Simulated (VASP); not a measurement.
# Pb (P-1) in VASP: single point with PBE

Aim: the single point of Pb with PBE.

Everything below comes from runs of VASP 6.6.1. Logs are shortened: lines on timing, memory, paths and dates and some standing lists are left out, and cuts for length are marked.

### Step 1. The cell of the first run

The typed cell holds 2 atoms: a = 4.863 Å, b = 4.863 Å, c = 4.863 Å, α = 60.00°, β = 60.00°, γ = 60.00°.

### Step 2. Single point, PBE (atoms moved at random)

Contents of INCAR:

```
SYSTEM = Pb
  PREC = Accurate
  ENCUT = 520
  EDIFF = 1E-6
  ISMEAR = -1
  SIGMA = 0.05
  LREAL = .FALSE.
  LASPH = .TRUE.
  NELM = 100
  ALGO = Fast
  ISIF = 2
  LWAVE = .FALSE.
  LCHARG = .TRUE.
  GGA = PE
  LELF = .TRUE.
  LVHAR = .TRUE.
  NBANDS = 21
```

Contents of KPOINTS:

```
Automatic mesh
0
G
  7 7 7
  0 0 0
```

Contents of POSCAR:

```
Pb
1.0
    0.0000000000      3.4390000555      3.4390000555
    3.4390000555      0.0000000000      3.4390000555
    3.4390000555      3.4390000555      0.0000000000
Pb
2
Direct
    0.2423290000      0.2487010000      0.2487110000
    0.0096820000     -0.0173760000      0.0178080000
```

Potentials or basis: VASP PAW PBE potentials, release 64 (Pb_d).

Command:

```sh
$ cat potpaw_PBE.64/Pb_d/POTCAR > POTCAR
$ mpirun -np 1 vasp_std > vasp.out
```

OUTCAR:

```text
SYSTEM = Pb
   PREC = Accurate
   ENCUT = 520
   EDIFF = 1E-6
   ISMEAR = -1
   LREAL = .FALSE.
   LASPH = .TRUE.
   NELM = 100
   ISIF = 2
   GGA = PE

 ion  position               nearest neighbor table
   1  0.242  0.249  0.249-   2 2.90   2 2.92   2 3.05   2 3.06
   2  0.010  0.983  0.018-   1 2.90   1 2.92   1 3.05   1 3.06

  LATTYP: Found a face centered cubic cell.
 ALAT       =     6.8780001110

  Lattice vectors:

 A1 = (   0.0000000000,   3.4390000555,   3.4390000555)
 A2 = (   3.4390000555,   0.0000000000,   3.4390000555)
 A3 = (   3.4390000555,   3.4390000555,   0.0000000000)

Analysis of symmetry for initial positions (statically):
=====================================================================
 Subroutine PRICEL returns:
 Original cell was already a primitive cell.

 Routine SETGRP: Setting up the symmetry group for a
 face centered cubic supercell.

 Subroutine GETGRP returns: Found  2 space group operations
 (whereof  1 operations were pure point group operations)
 out of a pool of 48 trial point group operations.

The static configuration has the point symmetry C_1 .
 The point group associated with its full space group is S_2 .

Analysis of symmetry for dynamics (positions and initial velocities):
=====================================================================
 Subroutine PRICEL returns:
 Original cell was already a primitive cell.

 Routine SETGRP: Setting up the symmetry group for a
 face centered cubic supercell.

 Subroutine GETGRP returns: Found  2 space group operations
 (whereof  1 operations were pure point group operations)
 out of a pool of 48 trial point group operations.

The dynamic configuration has the point symmetry C_1 .
 The point group associated with its full space group is S_2 .

 Subroutine INISYM returns: Found  2 space group operations
 (whereof  1 operations are pure point group operations),
 and found     1 'primitive' translations

----------------------------------------------------------------------------------------

                                     Primitive cell

  volume of cell :      81.3442

  direct lattice vectors                    reciprocal lattice vectors
     0.000000000  3.439000056  3.439000056    -0.145391100  0.145391100  0.145391100
     3.439000056  0.000000000  3.439000056     0.145391100 -0.145391100  0.145391100
     3.439000056  3.439000056  0.000000000     0.145391100  0.145391100 -0.145391100
[... 74 lines left out ...]
 SYSTEM =  Pb
   PREC   = accura    normal or accurate (medium, high low for compatibility)
   ISTART =      0    job   : 0-new  1-cont  2-samecut
   ICHARG =      2    charge: 1-file 2-atom 10-const
   ISPIN  =      1    spin polarized calculation?
   LNONCOLLINEAR =      F non collinear calculations
   LSORBIT =      F    spin-orbit coupling
   LASPH  =      T    aspherical Exc in radial PAW
   ENCUT  =  520.0 eV  38.22 Ry    6.18 a.u.   9.04  9.04  9.04*2*pi/ulx,y,z
   NELM   =    100;   NELMIN=  2; NELMDL= -5     # of ELM steps
   EDIFF  = 0.1E-05   stopping-criterion for ELM
   LREAL  =      F    real-space projection
   EDIFFG = 0.1E-04   stopping-criterion for IOM
   NSW    =      0    number of steps for IOM
   IBRION =     -1    ionic relax: 0-MD 1-quasi-New 2-CG
   NFREE  =      0    steps in history (QN), initial steepest desc. (CG)
   ISIF   =      2    stress and relaxation
   ISYM   =      2    0-nonsym 1-usesym 2-fastsym
   POTIM  = 0.5000    time-step for ionic-motion
   TEBEG  =    0.0;   TEEND  =   0.0 temperature during run
   PSTRESS=    0.0 pullay stress
   NELECT =      28.0000    total number of electrons
   NUPDOWN=      -1.0000    fix difference up-down
   EMIN   =  10.00;   EMAX   =-10.00  energy-range for DOS
   EFERMI =   0.00;   METHOD = LEGACY
   ISMEAR =    -1;   SIGMA  =   0.05  broadening in eV -4-tet -1-fermi 0-gaus
   EFERMI_NEDOS =   21; number of points for ismear=-14 and -15
   IALGO  =     68    algorithm
   IMIX   =      4    mixing-type and parameters
     AMIX     =   0.40;   BMIX     =  1.00
     AMIX_MAG =   1.60;   BMIX_MAG =  1.00
  volume/ion in A,a.u.               =      40.67       274.47
  Fermi-wavevector in a.u.,A,eV,Ry     =   1.147322  2.168124 17.909999  1.316348
  Thomas-Fermi vector in A             =   2.284002
   LORBIT       =      0    0 simple, 1 ext, 2 COOP (PROOUT), +10 PAW based schemes
   GGA     = PE    functional components
   LHFCALC =     F    Hartree Fock is set to
   AEXX    =    0.0000 exact exchange contribution
   IVDW    =     0    specifies the selected vdW correction
   LEPSILON=     F    determine dielectric tensor
   LRPA    =     F    only Hartree local field effects (RPA)
 non-spin polarized calculation
 RMM-DIIS sequential band-by-band and
  energy-cutoff  :      520.00
  volume of cell :       81.34
 maximum number of plane-waves:      2213
   NGX = 19   NGY = 19   NGZ = 19

 number of electron      28.0000001 magnetization

 Free energy of the ion-electron system (eV)
  ---------------------------------------------------
  ext. energy  EPLUGINS =         0.00000000
  ---------------------------------------------------
  free energy    TOTEN  =        -6.52413806 eV

  energy without entropy =       -6.52057665  energy(sigma->0) =       -6.52235735

 E-fermi :   4.3113     XC(G=0):  -8.4263

 val. band max:        4.2249664375   @ k =   0.1429   0.1429   0.1429
 cond. band min:       4.3161196677   @ k =   0.0000   0.0000   0.1429
 fundamental gap:      0.0911532302
 Fermi energy:         4.3113063719

 k-point     1 :       0.0000    0.0000    0.0000
  band No.  band energies     occupation
      1     -12.9093      2.00000
      2     -12.8768      2.00000
      3     -12.8150      2.00000
      4     -12.7925      2.00000
      5     -12.7859      2.00000
      6     -12.3839      2.00000
[... 565 lines left out ...]
     20      11.2069      0.00000
     21      12.3667      0.00000

 [... further k-points ...]
[... 5 lines left out ...]
  --------------------------------------------------------------------------------------
  -------------------------------------------------------------------------------------
  Total        1.3566937      1.1559134      1.3585880      0.0544004      0.0908842      0.9435089
  in kB       26.7218076     22.7671849     26.7591183      1.0714850      1.7900793     18.5836088
  external PRESSURE =      25.4160370 kB  Pullay stress =       0.0000000 kB

 VOLUME and BASIS-vectors are now :
 -----------------------------------------------------------------------------
  energy-cutoff  :      520.00
  volume of cell :       81.34
      direct lattice vectors                 reciprocal lattice vectors
     0.000000000  3.439000056  3.439000056    -0.145391100  0.145391100  0.145391100
     3.439000056  0.000000000  3.439000056     0.145391100 -0.145391100  0.145391100
     3.439000056  3.439000056  0.000000000     0.145391100  0.145391100 -0.145391100

 POSITION                                       TOTAL-FORCE (eV/Angst)
 -----------------------------------------------------------------------------------
      1.71060      1.68869      1.68865         0.061706      0.643188      0.038789
      3.44049      0.09454      3.41254        -0.061706     -0.643188     -0.038789
 -----------------------------------------------------------------------------------
    total drift:                               -0.000005      0.000013     -0.000011

  FREE ENERGIE OF THE ION-ELECTRON SYSTEM (eV)
  ---------------------------------------------------
  free  energy   TOTEN  =        -6.5241380619 eV

  energy  without entropy=       -6.5205766473  energy(sigma->0) =       -6.52235735
```

stdout:

```text
POSCAR found type information on POSCAR Pb
 POSCAR found :  1 types and       2 ions
 scaLAPACK will be used
 LDA part: xc-table for (Slater+PW92), standard interpolation
 POSCAR, INCAR and KPOINTS ok, starting setup
 FFT: planning ... GRIDC
 FFT: planning ... GRID_SOFT
 FFT: planning ... GRID
 WAVECAR not read
 entering main loop
```

Run time: 3.5 min. Hardware: 1 thread of Intel Xeon Platinum 8259CL at 2.50GHz (Skylake/Cascade Lake), shared host; peak memory 0.37 GiB.

Results:

```yaml
Free_energy: -6.5241 eV
Pressure: 2.5 GPa
Largest_force: 0.647 eV/Å
Band_gap_on_the_k_mesh: zero (bands 14 and 15 overlap by 0.96 eV)
```

Forces in eV/Å, atoms in the order of the input:
```
Pb   0.062  0.643  0.039
Pb  -0.062 -0.643 -0.039
```

Levels at points of the mesh, in eV from the Fermi level:
| k point | band 10 | band 11 | band 12 | band 13 | band 14 | band 15 | band 16 | band 17 | band 18 | band 19 |
| --- | --- | --- | --- | --- | --- | --- | --- | --- | --- | --- |
| (0.00, 0.00, 0.00) | -16.64 | -11.12 | -3.88 | 0.09 | 0.46 | 0.77 | 2.10 | 2.42 | 2.80 | 4.15 |

Caveat: the cell differs from its parent crystal (atoms moved at random); spin-orbit coupling is left out, which moves the levels of the heavy elements.

The gap in the log of VASP goes by the Fermi energy; the results here count the filled bands.